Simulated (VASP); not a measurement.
# TiO2 (C2/c) in VASP: settings compared, part 2 of 2

VASP 6.6.1. The steps go on from the part before.

## 4. Single point, PBEsol (12.41 Å³/atom)

This run uses another cell than the first one, of 12.41 Å³/atom.

Contents of INCAR:

```
SYSTEM = TiO2
PREC = Accurate
ENCUT = 520
EDIFF = 1E-6
ISMEAR = -1
SIGMA = 0.05
LREAL = .False.
LASPH = .True.
NELM = 80
ALGO = Normal
ISIF = 2
LWAVE = .False.
LCHARG = .True.
GGA = PS
LELF = .True.
LVHAR = .True.
NBANDS = 33
```

Contents of KPOINTS:

```
regular mesh
0
Gamma
  8 8 6
  0 0 0
```

Contents of POSCAR:

```
TiO2
1.0
    2.7591069643     -2.7597401439      0.0000000000
    2.7591069643      2.7597401439      0.0000000000
   -2.6851819758      0.0000000000      4.8907125897
Ti O
2 4
Direct
    0.8658900000      0.1341100000      0.7500000000
    0.1341100000      0.8658900000      0.2500000000
    0.0887550000      0.3312210000      0.1671490000
    0.9112450000      0.6687790000      0.8328510000
    0.6687790000      0.9112450000      0.3328510000
    0.3312210000      0.0887550000      0.6671490000
```

Potentials or basis: VASP PAW PBE potentials, release 64 (Ti_sv, O).

Command:

```
$ cat potpaw_PBE.64/Ti_sv/POTCAR potpaw_PBE.64/O/POTCAR > POTCAR
$ mpirun -np 1 vasp_std > vasp.out
```

OUTCAR:

```text
SYSTEM = TiO2
   PREC = Accurate
   ENCUT = 520
   EDIFF = 1E-6
   ISMEAR = -1
   LREAL = .False.
   LASPH = .True.
   NELM = 80
   ISIF = 2
   GGA = PS

 ion  position               nearest neighbor table
   1  0.866  0.134  0.750-   4 1.97   6 1.97   6 2.01   4 2.01   3 2.04   5 2.04
   2  0.134  0.866  0.250-   5 1.97   3 1.97   5 2.01   3 2.01   6 2.04   4 2.04
   3  0.089  0.331  0.167-   2 1.97   2 2.01   1 2.04
   4  0.911  0.669  0.833-   1 1.97   1 2.01   2 2.04
   5  0.669  0.911  0.333-   2 1.97   2 2.01   1 2.04
   6  0.331  0.089  0.667-   1 1.97   1 2.01   2 2.04

  LATTYP: Found a base centered monoclinic cell.
 ALAT       =     5.5182139286
 B/A-ratio  =     1.0002294872
 C/A-ratio  =     1.0110809974
 COS(beta)  =    -0.4812705001

  Lattice vectors:

 A1 = (   2.7591069643,  -2.7597401439,   0.0000000000)
 A2 = (   2.7591069643,   2.7597401439,   0.0000000000)
 A3 = (  -2.6851819758,   0.0000000000,   4.8907125897)

Analysis of symmetry for initial positions (statically):
=====================================================================
 Subroutine PRICEL returns:
[... 185 lines left out ...]
 fundamental gap:      1.8823869378
 Fermi energy:         3.4987528666

 k-point     1 :       0.0000    0.0000    0.0000
  band No.  band energies     occupation
      1     -53.9807      2.00000
      2     -53.9396      2.00000
      3     -30.4478      2.00000
      4     -30.2707      2.00000
      5     -30.2698      2.00000
      6     -30.2212      2.00000
[... 853 lines left out ...]
     32       7.6714      0.00000
     33       7.8564      0.00000

 [... further k-points ...]

------------------------ aborting loop because EDIFF is reached ----------------------------------------

  FORCE on cell =-STRESS in cart. coord.  units (eV):
  Direction    XX          YY          ZZ          XY          YZ          ZX
  --------------------------------------------------------------------------------------
  -------------------------------------------------------------------------------------
  Total       -7.7248248     -7.7294665     -7.8338456      0.0000000      0.0000000     -0.3461869
  in kB     -166.1729603   -166.2728109   -168.5181667      0.0000000      0.0000000     -7.4470177
  external PRESSURE =    -166.9879793 kB  Pullay stress =       0.0000000 kB

 VOLUME and BASIS-vectors are now :
 -----------------------------------------------------------------------------
  energy-cutoff  :      520.00
  volume of cell :       74.48
      direct lattice vectors                 reciprocal lattice vectors
     2.759106964 -2.759740144  0.000000000     0.181218056 -0.181176478  0.099495411
     2.759106964  2.759740144  0.000000000     0.181218056  0.181176478  0.099495411
    -2.685181976  0.000000000  4.890712590     0.000000000  0.000000000  0.204469181

 POSITION                                       TOTAL-FORCE (eV/Angst)
 -----------------------------------------------------------------------------------
      0.74522     -2.01952      3.66803        -0.000000      0.003996      0.000000
      2.08781      2.01952      1.22268         0.000000     -0.003996      0.000000
      0.70993      0.66914      0.81748         0.051924      0.091875     -0.500677
      2.12310     -0.66914      4.07323        -0.051924     -0.091875      0.500677
      3.46569      0.66914      1.62788        -0.051924      0.091875      0.500677
     -0.63266     -0.66914      3.26283         0.051924     -0.091875     -0.500677
 -----------------------------------------------------------------------------------
    total drift:                               -0.000000     -0.000000      0.000000

  FREE ENERGIE OF THE ION-ELECTRON SYSTEM (eV)
  ---------------------------------------------------
  free  energy   TOTEN  =       -55.8505420260 eV

  energy  without entropy=      -55.8505420255  energy(sigma->0) =      -55.85054203
```

OSZICAR:

```text
N       E                     dE             d eps       ncg     rms          rms(c)
DAV:   1     0.655337713463E+03    0.65534E+03   -0.24352E+04  7524   0.167E+03
DAV:   2     0.311971475194E+02   -0.62414E+03   -0.57899E+03  8235   0.506E+02
DAV:   3    -0.667495485333E+02   -0.97947E+02   -0.96291E+02 10404   0.188E+02
DAV:   4    -0.726587923117E+02   -0.59092E+01   -0.58965E+01 11705   0.441E+01
DAV:   5    -0.729500473752E+02   -0.29126E+00   -0.29121E+00  9706   0.702E+00    0.291E+01
DAV:   6    -0.566152776033E+02    0.16335E+02   -0.80556E+01 10666   0.843E+01    0.125E+01
DAV:   7    -0.563181960525E+02    0.29708E+00   -0.16898E+01 10187   0.348E+01    0.862E+00
DAV:   8    -0.561127420396E+02    0.20545E+00   -0.60394E-01  9566   0.589E+00    0.661E+00
DAV:   9    -0.559801536949E+02    0.13259E+00   -0.14190E+00 10426   0.131E+01    0.348E+00
DAV:  10    -0.558709321539E+02    0.10922E+00   -0.85051E-01 10250   0.784E+00    0.117E+00
DAV:  11    -0.558531333764E+02    0.17799E-01   -0.87374E-02 11338   0.219E+00    0.624E-01
DAV:  12    -0.558517073828E+02    0.14260E-02   -0.16610E-02 10109   0.149E+00    0.271E-01
DAV:  13    -0.558505998027E+02    0.11076E-02   -0.21200E-03 10548   0.436E-01    0.766E-02
DAV:  14    -0.558505328770E+02    0.66926E-04   -0.33147E-04 10710   0.169E-01    0.223E-02
DAV:  15    -0.558505418377E+02   -0.89607E-05   -0.74932E-05  9341   0.591E-02    0.125E-02
DAV:  16    -0.558505431866E+02   -0.13489E-05   -0.87774E-06 10974   0.271E-02    0.976E-03
DAV:  17    -0.558505419682E+02    0.12184E-05   -0.48998E-06  8785   0.171E-02    0.108E-03
DAV:  18    -0.558505420260E+02   -0.57845E-07   -0.36070E-07  4929   0.652E-03
   1 F= -.55850542E+02 E0= -.55850542E+02  d E =-.475861E-09
```

stdout:

```text
POSCAR found type information on POSCAR TiO
 POSCAR found :  2 types and       6 ions
 scaLAPACK will be used
 -----------------------------------------------------------------------------
|                                                                             |
|                                                                             |
|     You enforced a specific xc type in the INCAR file but a different       |
|     I HOPE YOU KNOW WHAT YOU ARE DOING!                                     |
|                                                                             |
 -----------------------------------------------------------------------------

 LDA part: xc-table for (Slater+PW92), standard interpolation
 POSCAR, INCAR and KPOINTS ok, starting setup
 FFT: planning ... GRIDC
 FFT: planning ... GRID_SOFT
 FFT: planning ... GRID
 WAVECAR not read
 entering main loop
```

Run time: 4.5 min. Hardware: 1 thread of Intel Xeon Platinum 8488C (Sapphire Rapids), shared host; peak memory 0.33 GiB.

What came out:

```
Free energy            : -55.8505 eV
Pressure               : -16.7 GPa
Largest force          : 0.512 eV/Å
Band gap on the k mesh : 1.88 eV (least direct gap 2.21 eV)
```

Forces on the atoms (eV/Å):
```
Ti   0.000  0.004  0.000
Ti   0.000 -0.004  0.000
O    0.052  0.092 -0.501
O   -0.052 -0.092  0.501
O   -0.052  0.092  0.501
O    0.052 -0.092 -0.501
```

Levels at points of the mesh, in eV from the valence-band top:
| k point | band 20 | band 21 | band 22 | band 23 | band 24 | band 25 | band 26 | band 27 | band 28 | band 29 |
| --- | --- | --- | --- | --- | --- | --- | --- | --- | --- | --- |
| (0.00, 0.00, 0.00) | -0.81 | -0.80 | -0.73 | -0.40 | -0.39 | 1.88 | 2.53 | 3.47 | 3.48 | 3.55 |
| (0.50, 0.00, 0.00) | -1.87 | -1.75 | -0.93 | -0.82 | -0.62 | 2.93 | 3.06 | 3.09 | 3.30 | 3.77 |
| (0.50, 0.50, 0.00) | -2.31 | -2.07 | -1.79 | -0.01 | 0.00 | 2.93 | 2.97 | 3.21 | 3.53 | 4.31 |
| (0.00, 0.00, 0.50) | -1.30 | -1.25 | -1.25 | -0.14 | -0.14 | 2.20 | 2.20 | 3.32 | 3.32 | 3.74 |
| (0.50, 0.00, 0.50) | -1.78 | -1.77 | -0.93 | -0.81 | -0.61 | 2.80 | 3.15 | 3.18 | 3.20 | 3.84 |
| (0.50, 0.50, 0.50) | -2.44 | -1.93 | -1.93 | -0.02 | -0.02 | 2.95 | 2.95 | 3.38 | 3.38 | 4.33 |

Caveat: the cell stands under tension; the PAW data sets were made with another functional, which shifts forces and pressure a little. A k mesh can miss the band edges.

## 5. Summary

| level | potentials or basis | cell | gap on the mesh (eV) | pressure (GPa) | largest force (eV/Å) |
| --- | --- | --- | --- | --- | --- |
| PBEsol | VASP PAW PBE potentials, release 64 (Ti_sv, O) | a = 3.878, b = 3.878, c = 5.544 Å, angles 109.9, 109.9, 90.0°, 6 atoms | 1.92 | -13.8 | 0.42 |
| LDA | VASP PAW LDA potentials, release 64 (Ti_sv, O) | a = 3.902, b = 3.902, c = 5.579 Å, angles 109.9, 109.9, 90.0°, 6 atoms | 1.83 | -21.3 | 0.61 |
| PBEsol | VASP PAW PBE potentials, release 64 (Ti_sv, O) | a = 3.902, b = 3.902, c = 5.579 Å, angles 109.9, 109.9, 90.0°, 6 atoms | 1.88 | -16.7 | 0.51 |

Alike in all rows: task single point; no spin polarisation; k mesh 8 × 8 × 6; cutoff (eV) 520; smearing fermi-dirac 0.05 eV.

Caveats: the cell stands under tension; the PAW data sets were made with another functional, which shifts forces and pressure a little (at least some runs).

Absolute energies hang on the potentials; compare differences alone.
